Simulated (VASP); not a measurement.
# I (Im-3m) in VASP: further runs

Runs on I. Level: PBE. Tasks: single point.

All numbers are computed with VASP 6.6.1; they aren't measurements. Logs are shortened: lines on timing, memory, paths and dates and some standing lists are left out, and cuts for length are marked.

### Step 1. The cell of the first run

It takes space group Im-3m (No. 229, cubic). The conventional cell has a = 3.429 Å, b = 3.429 Å, c = 3.429 Å, α = 90.00°, β = 90.00°, γ = 90.00°. Within 3.9 Å of I (site symmetry m-3m) lie 14 I at 2.97 to 3.43 Å.

### Step 2. Single point, PBE

The input, INCAR:

```
SYSTEM = I
PREC     = Accurate       ! precision mode
ENCUT    = 500            ! plane-wave cutoff, eV
EDIFF    = 1E-6           ! SCF threshold, eV
ISMEAR   = 0              ! smearing method
SIGMA    = 0.05           ! smearing width, eV
LREAL    = .FALSE.        ! projectors in reciprocal space
LASPH    = .TRUE.         ! aspherical terms in the spheres
NELM     = 120            ! most SCF steps
ALGO     = Normal         ! electronic algorithm
ISIF     = 2              ! what is computed and relaxed
LWAVE    = .FALSE.        ! write WAVECAR
LCHARG   = .TRUE.         ! write CHGCAR
GGA      = PE             ! functional
LELF     = .TRUE.         ! ELF
LVHAR    = .TRUE.       
NBANDS   = 10             ! bands
GGA_COMPAT= .FALSE.
```

The input, KPOINTS:

```
regular mesh
0
G
  9 9 9
  0 0 0
```

The input, POSCAR:

```
I
1.0
   -1.7145575265      1.7145575265      1.7145575265
    1.7145575265     -1.7145575265      1.7145575265
    1.7145575265      1.7145575265     -1.7145575265
I
1
Direct
    0.0000000000      0.0000000000      0.0000000000
```

Potentials or basis: VASP PAW PBE potentials, release 64 (I).

The run is started by

```bash
> cat potpaw_PBE.64/I/POTCAR > POTCAR
> mpirun -np 1 vasp_std > vasp.out
```

OUTCAR:

```text
SYSTEM = I
   PREC = Accurate
   ENCUT = 500
   EDIFF = 1E-6
   ISMEAR = 0
   LREAL = .FALSE.
   LASPH = .TRUE.
   NELM = 120
   ISIF = 2
   GGA = PE

 ion  position               nearest neighbor table
   1  0.000  0.000  0.000-

  LATTYP: Found a body centered cubic cell.
 ALAT       =     3.4291150530

  Lattice vectors:

 A1 = (  -1.7145575265,   1.7145575265,   1.7145575265)
 A2 = (   1.7145575265,  -1.7145575265,   1.7145575265)
 A3 = (   1.7145575265,   1.7145575265,  -1.7145575265)

Analysis of symmetry for initial positions (statically):
=====================================================================
 Subroutine PRICEL returns:
 Original cell was already a primitive cell.

 Routine SETGRP: Setting up the symmetry group for a
 body centered cubic supercell.

 Subroutine GETGRP returns: Found 48 space group operations
 (whereof 48 operations were pure point group operations)
 out of a pool of 48 trial point group operations.

The static configuration has the point symmetry O_h .

Analysis of symmetry for dynamics (positions and initial velocities):
=====================================================================
 Subroutine PRICEL returns:
 Original cell was already a primitive cell.

 Routine SETGRP: Setting up the symmetry group for a
 body centered cubic supercell.

 Subroutine GETGRP returns: Found 48 space group operations
 (whereof 48 operations were pure point group operations)
 out of a pool of 48 trial point group operations.

The dynamic configuration has the point symmetry O_h .

 Subroutine INISYM returns: Found 48 space group operations
 (whereof 48 operations are pure point group operations),
 and found     1 'primitive' translations

----------------------------------------------------------------------------------------

                                     Primitive cell

  volume of cell :      20.1612

  direct lattice vectors                    reciprocal lattice vectors
    -1.714557526  1.714557526  1.714557526     0.000000000  0.291620428  0.291620428
     1.714557526 -1.714557526  1.714557526     0.291620428  0.000000000  0.291620428
     1.714557526  1.714557526 -1.714557526     0.291620428  0.291620428  0.000000000

  length of vectors
     2.969700748  2.969700748  2.969700748     0.412413565  0.412413565  0.412413565

  position of ions in fractional coordinates (direct lattice)
     0.000000000  0.000000000  0.000000000

[... 79 lines left out ...]
   IBRION =     -1    ionic relax: 0-MD 1-quasi-New 2-CG
   NFREE  =      0    steps in history (QN), initial steepest desc. (CG)
   ISIF   =      2    stress and relaxation
   ISYM   =      2    0-nonsym 1-usesym 2-fastsym
   POTIM  = 0.5000    time-step for ionic-motion
   TEBEG  =    0.0;   TEEND  =   0.0 temperature during run
   PSTRESS=    0.0 pullay stress
   NELECT =       7.0000    total number of electrons
   NUPDOWN=      -1.0000    fix difference up-down
   EMIN   =  10.00;   EMAX   =-10.00  energy-range for DOS
   EFERMI =   0.00;   METHOD = LEGACY
   ISMEAR =     0;   SIGMA  =   0.05  broadening in eV -4-tet -1-fermi 0-gaus
   EFERMI_NEDOS =   21; number of points for ismear=-14 and -15
   IALGO  =     38    algorithm
   IMIX   =      4    mixing-type and parameters
     AMIX     =   0.40;   BMIX     =  1.00
     AMIX_MAG =   1.60;   BMIX_MAG =  1.00
  volume/ion in A,a.u.               =      20.16       136.05
  Fermi-wavevector in a.u.,A,eV,Ry     =   1.150629  2.174374 18.013405  1.323948
  Thomas-Fermi vector in A             =   2.287292
   LORBIT       =      0    0 simple, 1 ext, 2 COOP (PROOUT), +10 PAW based schemes
   GGA     = PE    functional components
   LHFCALC =     F    Hartree Fock is set to
   AEXX    =    0.0000 exact exchange contribution
   IVDW    =     0    specifies the selected vdW correction
   LEPSILON=     F    determine dielectric tensor
   LRPA    =     F    only Hartree local field effects (RPA)
 non-spin polarized calculation
 Gauss-broadening in eV      SIGMA  =   0.05
  energy-cutoff  :      500.00
  volume of cell :       20.16
 maximum number of plane-waves:       531
 NGX is ok and might be reduce to    24
   NGX = 11   NGY = 11   NGZ = 11

 number of electron       7.0000000 magnetization

 Free energy of the ion-electron system (eV)
  ---------------------------------------------------
  ext. energy  EPLUGINS =         0.00000000
  ---------------------------------------------------
  free energy    TOTEN  =         0.64415589 eV

  energy without entropy =        0.64690262  energy(sigma->0) =        0.64552925

 E-fermi :  13.8676     XC(G=0): -11.7601

 val. band max:       13.8387279830   @ k =   0.2222   0.2222   0.0000
 cond. band min:      13.8819984089   @ k =   0.4444   0.1111   0.0000
 fundamental gap:      0.0432704259
 Fermi energy:        13.8676356034

 k-point     1 :       0.0000    0.0000    0.0000
  band No.  band energies     occupation
      1      -5.1123      2.00000
      2      16.4892      0.00000
      3      16.4892      0.00000
      4      16.4892      0.00000
      5      23.5839      0.00000
      6      23.5839      0.00000
      7      23.5839      0.00000
      8      25.1795      0.00000
      9      25.1795      0.00000
     10      25.1795      0.00000
[... 287 lines left out ...]
 k-point    24 :      -0.4444   -0.4444    0.1111
  band No.  band energies     occupation
      1       0.1248      2.00000
      2       4.8366      2.00000
      3       9.2565      2.00000
      4      13.7393      1.99972
      5      19.7192      0.00000
      6      21.6433      0.00000
      7      23.1066      0.00000
      8      25.2027      0.00000
      9      33.9134      0.00000
     10      33.9580      0.00000

 [... further k-points ...]

------------------------ aborting loop because EDIFF is reached ----------------------------------------

  FORCE on cell =-STRESS in cart. coord.  units (eV):
  Direction    XX          YY          ZZ          XY          YZ          ZX
  --------------------------------------------------------------------------------------
  -------------------------------------------------------------------------------------
  Total        7.5214895      7.5214895      7.5214895      0.0000000      0.0000000     -0.0000000
  in kB      597.7206554    597.7206554    597.7206554      0.0000000      0.0000000     -0.0000000
  external PRESSURE =     597.7206554 kB  Pullay stress =       0.0000000 kB

 VOLUME and BASIS-vectors are now :
 -----------------------------------------------------------------------------
  energy-cutoff  :      500.00
  volume of cell :       20.16
      direct lattice vectors                 reciprocal lattice vectors
    -1.714557526  1.714557526  1.714557526     0.000000000  0.291620428  0.291620428
     1.714557526 -1.714557526  1.714557526     0.291620428  0.000000000  0.291620428
     1.714557526  1.714557526 -1.714557526     0.291620428  0.291620428  0.000000000

 POSITION                                       TOTAL-FORCE (eV/Angst)
 -----------------------------------------------------------------------------------
      0.00000      0.00000      0.00000         0.000000      0.000000      0.000000
 -----------------------------------------------------------------------------------
    total drift:                                0.000000      0.000000     -0.000000

  FREE ENERGIE OF THE ION-ELECTRON SYSTEM (eV)
  ---------------------------------------------------
  free  energy   TOTEN  =         0.6441558878 eV

  energy  without entropy=        0.6469026169  energy(sigma->0) =        0.64552925
```

stdout:

```text
POSCAR found type information on POSCAR I
 POSCAR found :  1 types and       1 ions
 scaLAPACK will be used
 LDA part: xc-table for (Slater+PW92), standard interpolation
 POSCAR, INCAR and KPOINTS ok, starting setup
 FFT: planning ... GRIDC
 FFT: planning ... GRID_SOFT
 FFT: planning ... GRID
 WAVECAR not read
 entering main loop
```

It took 6.3 s on 1 thread of Intel Xeon Platinum 8375C at 2.90GHz (Ice Lake), shared host; peak memory 0.14 GiB.

Results:

| Quantity | Value |
| --- | --- |
| Free energy | 0.6442 eV |
| Pressure | 59.8 GPa |
| Band gap on the k mesh | zero (an odd number of electrons rules out a gap without spin polarisation) |

Caveat: the cell stands under pressure; spin-orbit coupling is left out, which moves the levels of the heavy elements; an odd number of electrons without spin polarisation forces a metal; a magnetic or distorted state may lie lower.

### Step 3. Single point, PBE

This run uses another cell than the first one, of 22.18 Å³/atom.

The input, INCAR:

```
SYSTEM = I
PREC = Accurate
ENCUT = 500
EDIFF = 1E-6
ISMEAR = 0
SIGMA = 0.05
LREAL = .FALSE.
LASPH = .TRUE.
NELM = 120
ALGO = Normal
ISIF = 2
LWAVE = .FALSE.
LCHARG = .FALSE.
GGA = PE
NBANDS = 10
GGA_COMPAT = .FALSE.
```

KPOINTS is that of step 2.

The input, POSCAR:

```
I
1.0
   -1.7700891498      1.7700891498      1.7700891498
    1.7700891498     -1.7700891498      1.7700891498
    1.7700891498      1.7700891498     -1.7700891498
I
1
Direct
    0.0000000000      0.0000000000      0.0000000000
```

Potentials or basis: VASP PAW PBE potentials, release 64 (I).

The run is started by

```bash
> cat potpaw_PBE.64/I/POTCAR > POTCAR
> mpirun -np 1 vasp_std > vasp.out
```

Run time: 5.6 s. Hardware: 1 thread of Intel Xeon Platinum 8375C at 2.90GHz (Ice Lake), shared host; peak memory 0.14 GiB.

Results (log left out):

```
Free energy            : 0.0229 eV
Pressure               : 39.8 GPa
Band gap on the k mesh : zero (an odd number of electrons rules out a gap without spin polarisation)
```

Levels at points of the mesh, in eV from the Fermi level:
| k point | band 1 | band 2 | band 3 | band 4 | band 5 | band 6 | band 7 | band 8 |
| --- | --- | --- | --- | --- | --- | --- | --- | --- |
| (0.00, 0.00, 0.00) | -17.76 | 2.16 | 2.16 | 2.16 | 9.70 | 9.70 | 9.70 | 11.11 |

Caveat: the cell stands under pressure; spin-orbit coupling is left out, which moves the levels of the heavy elements; an odd number of electrons without spin polarisation forces a metal; a magnetic or distorted state may lie lower.

### Step 4. Single point, PBE

This run uses another cell than the first one, of 25.53 Å³/atom.

The input, INCAR:

```
SYSTEM = I
ALGO     = Normal         ! electronic algorithm
EDIFF    = 1E-6           ! SCF threshold, eV
ENCUT    = 500            ! plane-wave cutoff, eV
GGA      = PE             ! functional
GGA_COMPAT= .FALSE.      
ISIF     = 2              ! what is computed and relaxed
ISMEAR   = 0              ! smearing method
LASPH    = .TRUE.         ! aspherical terms in the spheres
LCHARG   = .FALSE.        ! write CHGCAR
LREAL    = .FALSE.        ! projectors in reciprocal space
LWAVE    = .FALSE.        ! write WAVECAR
NBANDS   = 10             ! bands
NELM     = 120            ! most SCF steps
PREC     = Accurate       ! precision mode
SIGMA    = 0.05           ! smearing width, eV
```

The input, KPOINTS:

```
k-points
0
G
  9 9 9
  0 0 0
```

The input, POSCAR:

```
I
1.0
   -1.8548371614      1.8548371614      1.8548371614
    1.8548371614     -1.8548371614      1.8548371614
    1.8548371614      1.8548371614     -1.8548371614
I
1
Direct
    0.0000000000      0.0000000000      0.0000000000
```

The run is started by

```bash
> cat potpaw_PBE.64/I/POTCAR > POTCAR
> mpirun -np 1 vasp_std > vasp.out
```

Wall time 7.8 s (1 thread of Intel Xeon Platinum 8375C at 2.90GHz (Ice Lake), shared host); peak memory 0.13 GiB.

It converged, with:

```
Free energy            : -0.5783 eV
Pressure               : 19.9 GPa
Band gap on the k mesh : zero (an odd number of electrons rules out a gap without spin polarisation)
```

Levels at points of the mesh, in eV from the Fermi level:
| k point | band 1 | band 2 | band 3 | band 4 | band 5 | band 6 | band 7 | band 8 |
| --- | --- | --- | --- | --- | --- | --- | --- | --- |
| (0.00, 0.00, 0.00) | -16.12 | 1.69 | 1.69 | 1.69 | 9.55 | 9.77 | 9.77 | 9.77 |

Caveat: the cell stands under pressure; spin-orbit coupling is left out, which moves the levels of the heavy elements; an odd number of electrons without spin polarisation forces a metal; a magnetic or distorted state may lie lower.

### Step 5. The runs side by side

| cell | gap on the mesh (eV) | pressure (GPa) |
| --- | --- | --- |
| a = 2.970 Å, angles 109.5°, 1 atom | none | 59.8 |
| a = 3.066 Å, angles 109.5°, 1 atom | none | 39.8 |
| a = 3.213 Å, angles 109.5°, 1 atom | none | 19.9 |

Alike in all rows: task single point; level PBE; potentials or basis VASP PAW PBE potentials, release 64 (I); no spin polarisation; k mesh 9 × 9 × 9; cutoff (eV) 500; smearing gaussian 0.05 eV.

Caveats: the cell stands under pressure; spin-orbit coupling is left out, which moves the levels of the heavy elements; an odd number of electrons without spin polarisation forces a metal; a magnetic or distorted state may lie lower.

Total energies depend on the potentials used, so only differences within one code and one set of settings carry meaning.
